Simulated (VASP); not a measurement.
Here is a VASP 6.6.1 calculation.

The input INCAR:

```
SYSTEM = CuAu
PREC = Accurate ; ENCUT = 520
EDIFF = 1E-7 ; ISMEAR = -1
SIGMA = 0.05 ; LREAL = .FALSE.
LASPH = .TRUE. ; NELM = 80
ALGO = Normal ; ISIF = 2
LWAVE = .FALSE. ; LCHARG = .FALSE.
GGA = PE ; NBANDS = 18
```

KPOINTS

```
regular mesh
0
G
  15 15 11
  0 0 0
```

Contents of POSCAR:

```
CuAu
1.0
    2.9092952427      0.0000000000      0.0000000000
    0.0000000000      2.9092952427      0.0000000000
    0.0000000000      0.0000000000      3.5425161057
Cu Au
1 1
Direct
    0.5000000000      0.5000000000      0.5000000000
    0.0000000000      0.0000000000      0.0000000000
```

Potentials or basis: VASP PAW PBE potentials, release 64 (Cu, Au).

Run with:

```bash
$ cat potpaw_PBE.64/Cu/POTCAR potpaw_PBE.64/Au/POTCAR > POTCAR
$ mpirun -np 1 vasp_std > vasp.out
```

Question: Estimate the pressure.

Answer: 0.0 GPa.

Question: What does it give for the band gap on the k mesh?

Answer: Zero (bands 11 and 12 overlap by 6.21 eV).

Caveat: spin-orbit coupling is left out, which moves the levels of the heavy elements.
